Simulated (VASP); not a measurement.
# TiO2 (P4_2/mnm) in VASP: single point with PBE

Aim: the single point of TiO2 with PBE.

Program: VASP 6.6.1. These are calculated values, not measurements. Logs are shortened: lines on timing, memory, paths and dates and some standing lists are left out, and cuts for length are marked.

## 1. The cell of the first run

Symmetry: P4_2/mnm, No. 136, tetragonal system. Conventional cell: a = 4.643 Å, b = 4.643 Å, c = 2.964 Å, α = 90.00°, β = 90.00°, γ = 90.00°. Within 2.6 Å of Ti (site symmetry mmm) lie 6 O at 1.96 to 2.00 Å. Within 2.6 Å of O (site symmetry m2m) lie 3 Ti at 1.96 to 2.00 Å and 1 O at 2.56 Å.

## 2. Single point, PBE

INCAR reads:

```
PREC = Accurate ; ENCUT = 520
EDIFF = 1E-6 ; ISMEAR = 0
SIGMA = 0.02 ; LREAL = F
LASPH = T ; NELM = 100
ALGO = Normal ; ISIF = 2
LWAVE = F ; LCHARG = F
GGA = PE ; NBANDS = 33
```

KPOINTS reads:

```
Automatic mesh
0
Gamma
  6 6 10
```

POSCAR reads:

```
TiO2
1.0
    4.6433175423      0.0000000000      0.0000000000
    0.0000000000      4.6433175423      0.0000000000
    0.0000000000      0.0000000000      2.9638680069
Ti O
2 4
Direct
    0.5000000000      0.5000000000      0.0000000000
    0.0000000000      0.0000000000      0.5000000000
    0.6948714493      0.6948714493      0.5000000000
    0.8051285507      0.1948714493      0.0000000000
    0.1948714493      0.8051285507      0.0000000000
    0.3051285507      0.3051285507      0.5000000000
```

Potentials or basis: VASP PAW PBE potentials, release 64 (Ti_sv, O).

Started as:

```sh
> cat potpaw_PBE.64/Ti_sv/POTCAR potpaw_PBE.64/O/POTCAR > POTCAR
> mpirun -np 1 vasp_std > vasp.out
```

OUTCAR:

```text
PREC = Accurate
   ENCUT = 520
   EDIFF = 1E-6
   ISMEAR = 0
   LREAL = F
   LASPH = T
   NELM = 100
   ISIF = 2
   GGA = PE

 ion  position               nearest neighbor table
   1  0.500  0.500  0.000-   3 1.96   6 1.96   3 1.96   6 1.96   5 2.00   4 2.00
   2  0.000  0.000  0.500-   4 1.96   5 1.96   4 1.96   5 1.96   3 2.00   6 2.00
   3  0.695  0.695  0.500-   1 1.96   1 1.96   2 2.00
   4  0.805  0.195  0.000-   2 1.96   2 1.96   1 2.00
   5  0.195  0.805  0.000-   2 1.96   2 1.96   1 2.00
   6  0.305  0.305  0.500-   1 1.96   1 1.96   2 2.00

  LATTYP: Found a simple tetragonal cell.
 ALAT       =     4.6433175423
 C/A-ratio  =     0.6383082742

  Lattice vectors:

 A1 = (   4.6433175423,   0.0000000000,   0.0000000000)
 A2 = (   0.0000000000,   4.6433175423,   0.0000000000)
 A3 = (   0.0000000000,   0.0000000000,   2.9638680069)

Analysis of symmetry for initial positions (statically):
=====================================================================
 Subroutine PRICEL returns:
 Original cell was already a primitive cell.

 Routine SETGRP: Setting up the symmetry group for a
 simple tetragonal supercell.

 Subroutine GETGRP returns: Found 16 space group operations
 (whereof  8 operations were pure point group operations)
 out of a pool of 16 trial point group operations.

The static configuration has the point symmetry D_2h.
 The point group associated with its full space group is D_4h.

Analysis of symmetry for dynamics (positions and initial velocities):
=====================================================================
 Subroutine PRICEL returns:
 Original cell was already a primitive cell.

 Routine SETGRP: Setting up the symmetry group for a
 simple tetragonal supercell.

 Subroutine GETGRP returns: Found 16 space group operations
 (whereof  8 operations were pure point group operations)
 out of a pool of 16 trial point group operations.

The dynamic configuration has the point symmetry D_2h.
 The point group associated with its full space group is D_4h.

 Subroutine INISYM returns: Found 16 space group operations
 (whereof  8 operations are pure point group operations),
 and found     1 'primitive' translations

----------------------------------------------------------------------------------------

                                     Primitive cell

  volume of cell :      63.9022

  direct lattice vectors                    reciprocal lattice vectors
     4.643317542  0.000000000  0.000000000     0.215363259  0.000000000  0.000000000
     0.000000000  4.643317542  0.000000000     0.000000000  0.215363259  0.000000000
     0.000000000  0.000000000  2.963868007     0.000000000  0.000000000  0.337396941

  length of vectors
     4.643317542  4.643317542  2.963868007     0.215363259  0.215363259  0.337396941

  position of ions in fractional coordinates (direct lattice)
     0.500000000  0.500000000  0.000000000
     0.000000000  0.000000000  0.500000000
     0.694871449  0.694871449  0.500000000
     0.805128551  0.194871449  0.000000000
     0.194871449  0.805128551  0.000000000
     0.305128551  0.305128551  0.500000000

  ion indices of the primitive-cell ions
   primitive index   ion index
                 1           1
                 2           2
                 3           3
                 4           4
                 5           5
                 6           6

----------------------------------------------------------------------------------------

 KPOINTS: Automatic mesh

Automatic generation of k-mesh.
 Grid dimensions read from file:
 generate k-points for:    6    6   10

 Generating k-lattice:

  Cartesian coordinates                     Fractional coordinates (reciprocal lattice)
     0.035893877  0.000000000  0.000000000     0.166666667  0.000000000  0.000000000
     0.000000000  0.035893877  0.000000000     0.000000000  0.166666667  0.000000000
     0.000000000  0.000000000  0.033739694     0.000000000  0.000000000  0.100000000

  Length of vectors
     0.035893877  0.035893877  0.033739694

  Shift w.r.t. Gamma in fractional coordinates (k-lattice)
     0.000000000  0.000000000  0.000000000

 Subroutine IBZKPT returns following result:
 ===========================================

 Found     60 irreducible k-points:

 Following reciprocal coordinates:
            Coordinates               Weight
  0.000000  0.000000  0.000000      1.000000
  0.166667  0.000000  0.000000      4.000000
  0.333333  0.000000  0.000000      4.000000
  0.500000  0.000000  0.000000      2.000000
  0.166667  0.166667  0.000000      4.000000
  0.333333  0.166667  0.000000      8.000000
[... 16 lines left out ...]
  0.333333  0.000000  0.200000      8.000000
  0.500000  0.000000  0.200000      4.000000
 [... further k-points ...]
   k-points           NKPTS =     60   k-points in BZ     NKDIM =     60   number of bands    NBANDS=     33
   number of dos      NEDOS =    301   number of ions     NIONS =      6
   total plane-waves  NPLWV =  31104
   dimension x,y,z NGX =    36 NGY =   36 NGZ =   24
   dimension x,y,z NGXF=    72 NGYF=   72 NGZF=   48
   ions per type =               2   4
   NGX,Y,Z   is equivalent  to a cutoff of  12.89, 12.89, 13.46 a.u.
   NGXF,Y,Z  is equivalent  to a cutoff of  25.78, 25.78, 26.92 a.u.
 SYSTEM =  unknown system
   PREC   = accura    normal or accurate (medium, high low for compatibility)
   ISTART =      0    job   : 0-new  1-cont  2-samecut
   ICHARG =      2    charge: 1-file 2-atom 10-const
   ISPIN  =      1    spin polarized calculation?
   LNONCOLLINEAR =      F non collinear calculations
   LSORBIT =      F    spin-orbit coupling
   LASPH  =      T    aspherical Exc in radial PAW
   ENCUT  =  520.0 eV  38.22 Ry    6.18 a.u.   8.63  8.63  5.51*2*pi/ulx,y,z
   NELM   =    100;   NELMIN=  2; NELMDL= -5     # of ELM steps
   EDIFF  = 0.1E-05   stopping-criterion for ELM
   LREAL  =      F    real-space projection
   EDIFFG = 0.1E-04   stopping-criterion for IOM
   NSW    =      0    number of steps for IOM
   IBRION =     -1    ionic relax: 0-MD 1-quasi-New 2-CG
   NFREE  =      0    steps in history (QN), initial steepest desc. (CG)
   ISIF   =      2    stress and relaxation
   ISYM   =      2    0-nonsym 1-usesym 2-fastsym
   POTIM  = 0.5000    time-step for ionic-motion
   TEBEG  =    0.0;   TEEND  =   0.0 temperature during run
   PSTRESS=    0.0 pullay stress
   NELECT =      48.0000    total number of electrons
   NUPDOWN=      -1.0000    fix difference up-down
   EMIN   =  10.00;   EMAX   =-10.00  energy-range for DOS
   EFERMI =   0.00;   METHOD = LEGACY
   ISMEAR =     0;   SIGMA  =   0.02  broadening in eV -4-tet -1-fermi 0-gaus
   EFERMI_NEDOS =   21; number of points for ismear=-14 and -15
   IALGO  =     38    algorithm
   IMIX   =      4    mixing-type and parameters
     AMIX     =   0.40;   BMIX     =  1.00
     AMIX_MAG =   1.60;   BMIX_MAG =  1.00
  volume/ion in A,a.u.               =      10.65        71.87
  Fermi-wavevector in a.u.,A,eV,Ry     =   1.488161  2.812217 30.131793  2.214624
  Thomas-Fermi vector in A             =   2.601231
   LORBIT       =      0    0 simple, 1 ext, 2 COOP (PROOUT), +10 PAW based schemes
   GGA     = PE    functional components
   LHFCALC =     F    Hartree Fock is set to
   AEXX    =    0.0000 exact exchange contribution
   IVDW    =     0    specifies the selected vdW correction
   LEPSILON=     F    determine dielectric tensor
   LRPA    =     F    only Hartree local field effects (RPA)
 non-spin polarized calculation
 Gauss-broadening in eV      SIGMA  =   0.02
  energy-cutoff  :      520.00
  volume of cell :       63.90
 maximum number of plane-waves:      1748
 NGX is ok and might be reduce to    36
   NGX = 17   NGY = 17   NGZ = 11

 number of electron      48.0000021 magnetization

 Free energy of the ion-electron system (eV)
  ---------------------------------------------------
  ext. energy  EPLUGINS =         0.00000000
  ---------------------------------------------------
  free energy    TOTEN  =       -53.67621792 eV

  energy without entropy =      -53.67621792  energy(sigma->0) =      -53.67621792

 E-fermi :   4.6970     XC(G=0): -11.2846

 val. band max:        4.5767675579   @ k =   0.0000   0.0000   0.0000
 cond. band min:       6.4120878502   @ k =   0.0000   0.0000   0.0000
 fundamental gap:      1.8353202923
 Fermi energy:         4.6969970688

 k-point     1 :       0.0000    0.0000    0.0000
  band No.  band energies     occupation
      1     -52.3821      2.00000
      2     -52.3673      2.00000
      3     -28.6689      2.00000
      4     -28.6689      2.00000
      5     -28.5190      2.00000
      6     -28.5190      2.00000
[... 25 lines left out ...]
     32      11.0480      0.00000
     33      11.0491      0.00000

 k-point     2 :       0.1667    0.0000    0.0000
  band No.  band energies     occupation
      1     -52.3811      2.00000
      2     -52.3683      2.00000
      3     -28.6612      2.00000
      4     -28.6605      2.00000
      5     -28.5284      2.00000
      6     -28.5276      2.00000
[... 25 lines left out ...]
     32      10.9622      0.00000
     33      10.9799      0.00000

 k-point     3 :       0.3333    0.0000    0.0000
  band No.  band energies     occupation
      1     -52.3784      2.00000
      2     -52.3709      2.00000
      3     -28.6408      2.00000
      4     -28.6391      2.00000
      5     -28.5514      2.00000
      6     -28.5497      2.00000
[... 25 lines left out ...]
     32      10.7911      0.00000
     33      10.8252      0.00000

 k-point     4 :       0.5000    0.0000    0.0000
  band No.  band energies     occupation
      1     -52.3746      2.00000
      2     -52.3746      2.00000
      3     -28.6239      2.00000
      4     -28.6239      2.00000
      5     -28.5675      2.00000
      6     -28.5675      2.00000
[... 673 lines left out ...]
     32      10.3501      0.00000
     33      10.5647      0.00000

 k-point    23 :       0.3333    0.0000    0.2000
  band No.  band energies     occupation
      1     -52.3643      2.00000
      2     -52.3583      2.00000
      3     -28.6393      2.00000
      4     -28.6209      2.00000
      5     -28.6026      2.00000
      6     -28.5899      2.00000
[... 25 lines left out ...]
     32       9.9607      0.00000
     33      10.5653      0.00000

 k-point    24 :       0.5000    0.0000    0.2000
  band No.  band energies     occupation
      1     -52.3613      2.00000
      2     -52.3613      2.00000
      3     -28.6319      2.00000
      4     -28.6319      2.00000
      5     -28.5862      2.00000
      6     -28.5862      2.00000
[... 25 lines left out ...]
     32       9.7625      0.00000
     33      10.9150      0.00000

 [... further k-points ...]
[... 5 lines left out ...]
  --------------------------------------------------------------------------------------
  -------------------------------------------------------------------------------------
  Total        0.2211921      0.2211921      0.3513555     -0.0000000      0.0000000      0.0000000
  in kB        5.5458057      5.5458057      8.8093069     -0.0000000      0.0000000      0.0000000
  external PRESSURE =       6.6336394 kB  Pullay stress =       0.0000000 kB

 VOLUME and BASIS-vectors are now :
 -----------------------------------------------------------------------------
  energy-cutoff  :      520.00
  volume of cell :       63.90
      direct lattice vectors                 reciprocal lattice vectors
     4.643317542  0.000000000  0.000000000     0.215363259  0.000000000  0.000000000
     0.000000000  4.643317542  0.000000000     0.000000000  0.215363259  0.000000000
     0.000000000  0.000000000  2.963868007     0.000000000  0.000000000  0.337396941

 POSITION                                       TOTAL-FORCE (eV/Angst)
 -----------------------------------------------------------------------------------
      2.32166      2.32166      0.00000         0.000000     -0.000000     -0.000000
      0.00000      0.00000      1.48193         0.000000     -0.000000     -0.000000
      3.22651      3.22651      1.48193         0.020348      0.020348     -0.000000
      3.73847      0.90485      0.00000        -0.020348      0.020348     -0.000000
      0.90485      3.73847      0.00000         0.020348     -0.020348     -0.000000
      1.41681      1.41681      1.48193        -0.020348     -0.020348      0.000000
 -----------------------------------------------------------------------------------
    total drift:                                0.000000      0.000000     -0.000000

  FREE ENERGIE OF THE ION-ELECTRON SYSTEM (eV)
  ---------------------------------------------------
  free  energy   TOTEN  =       -53.6762179168 eV

  energy  without entropy=      -53.6762179168  energy(sigma->0) =      -53.67621792
```

Wall time 100 s (1 thread of Intel Xeon Platinum 8259CL at 2.50GHz (Skylake/Cascade Lake), shared host); peak memory 0.23 GiB.

Results:

- Free energy: -53.6762 eV
- Pressure: 0.7 GPa
- Largest force: 0.029 eV/Å
- Band gap on the k mesh: 1.84 eV, direct

Forces in eV/Å, atoms in the order of the input:
```
Ti   0.000  0.000  0.000
Ti   0.000  0.000  0.000
O    0.020  0.020  0.000
O   -0.020  0.020  0.000
O    0.020 -0.020  0.000
O   -0.020 -0.020  0.000
```
